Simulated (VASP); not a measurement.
**NaCl: single point with PBE**

Crystal: NaCl.

```
Na Cl
1.0
    -0.03223    2.79850    2.79850
     2.79850   -0.03223    2.79850
     2.79850    2.79850   -0.03223
Na Cl
1 1
Direct
  0.00000 0.00000 0.00000
  0.50000 0.50000 0.50000
```

This cell differs from its parent crystal: epitaxial 111 strain +1.0%.

```json
{"Program": "VASP 6.6.1", "Task": "single point", "Functional": "PBE", "Potentials or basis": "VASP PAW PBE potentials, release 64 (Na_pv, Cl)", "Cutoff": "520 eV", "k mesh": "8 × 8 × 8", "Occupations": "fermi-dirac, width 0.02 eV", "Spin": "no spin polarisation", "Dipole correction": "no", "Further INCAR settings": "ALGO = Normal; EDIFF = 1e-06; NBANDS = 14"}
```

```yaml
Pressure: 0.9 GPa
Band_gap_on_the_k_mesh: 5.09 eV, direct
```

Stress tensor (GPa, compression positive):
```
0.88 0.14 0.14
0.14 0.88 0.14
0.14 0.14 0.88
```

Levels at points of the mesh, in eV from the valence-band top:
```csv
k point,band 3,band 4,band 5,band 6,band 7,band 8,band 9,band 10,band 11,band 12
"(0.00, 0.00, 0.00)",-20.85,-12.71,-0.06,-0.06,0.00,5.09,11.01,11.01,11.25,13.26
"(0.50, 0.00, 0.00)",-20.85,-12.38,-1.99,-0.32,-0.28,7.25,10.59,10.91,11.05,15.01
"(0.50, 0.50, 0.00)",-20.86,-12.32,-1.71,-0.67,-0.61,7.51,8.04,11.32,14.72,14.86
"(0.50, 0.50, 0.50)",-20.85,-12.36,-1.97,-0.34,-0.34,7.20,10.75,10.85,10.85,14.89
```

It took 15 s on 1 thread of Intel(R) Xeon(R) 6975P-C (Granite Rapids), on a shared host, peak memory 0.17 GiB.

Caveat: the cell differs from its parent crystal (epitaxial 111 strain +1.0%). A k mesh can miss the band edges.
